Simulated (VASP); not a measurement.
A run of VASP 6.6.1:

The input INCAR:

```
PREC = Accurate
ENCUT = 520
EDIFF = 1E-6
ISMEAR = -1
SIGMA = 0.1
LREAL = False
LASPH = True
NELM = 100
ALGO = Normal
ISIF = 2
LWAVE = False
LCHARG = True
GGA = PE
LELF = True
LVHAR = True
NBANDS = 16
```

File KPOINTS:

```
regular mesh
0
Gamma
  14 14 14
```

The input POSCAR:

```
CdSe
1.0
    0.0000000000      2.8108371785      2.8108371785
    2.8108371785      0.0000000000      2.8108371785
    2.8108371785      2.8108371785      0.0000000000
Cd Se
1 1
Direct
    0.0000000000      0.0000000000      0.0000000000
    0.5000000000      0.5000000000      0.5000000000
```

Potentials or basis: VASP PAW PBE potentials, release 64 (Cd, Se).

Run with:

```bash
$ cat potpaw_PBE.64/Cd/POTCAR potpaw_PBE.64/Se/POTCAR > POTCAR
$ mpirun -np 1 vasp_std > vasp.out
```

Hardware: 1 thread of AMD EPYC 7R13 Processor (Zen 3), on a shared host.

Question: How long does it take, and how much memory?

Answer: Run time: 50 s on 1 thread of AMD EPYC 7R13 Processor (Zen 3) (shared host), peak memory 0.19 GiB. Counts: scf iterations 12, k points 104.
